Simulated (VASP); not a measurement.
Write the native input for VASP 6.6.1 that does the following.

```yaml
Task: single point
Functional: LDA
Potentials_or_basis: VASP PAW LDA potentials, release 64 (As)
Cutoff: 520 eV
k_mesh: 13 × 13 × 13
Occupations: fermi-dirac, width 0.1 eV
Spin: no spin polarisation
Dipole_correction: no
Further_INCAR_settings: ALGO = Normal; EDIFF = 1e-07; NBANDS = 8
```

The structure of As lies in POSCAR:

```
As
1.0
    2.5634898840      0.0000000000      0.0000000000
    0.0000000000      2.5634898840      0.0000000000
    0.0000000000      0.0000000000      2.5634898840
As
1
Direct
    0.0000000000      0.0000000000      0.0000000000
```

This cell differs from its parent crystal: volume scaled by 0.88.

These files were run (other wordings do the same):

INCAR

```
SYSTEM = As
PREC = Accurate
ENCUT = 520
EDIFF = 1E-7
ISMEAR = -1
SIGMA = 0.1
LREAL = .False.
LASPH = .True.
NELM = 100
ALGO = Normal
ISIF = 2
LWAVE = .False.
LCHARG = .False.
NBANDS = 8
```

KPOINTS

```
regular mesh
0
Gamma
  13 13 13
  0 0 0
```

Potentials or basis: VASP PAW LDA potentials, release 64 (As).

Command:

```bash
$ cat potpaw_LDA.64/As/POTCAR > POTCAR
$ mpirun -np 1 vasp_std > vasp.out
```

It gave:

The pressure is 16.7 GPa.

Wall time 15 s on 1 thread of AMD EPYC 7R13 (shared host), peak memory 0.09 GiB.
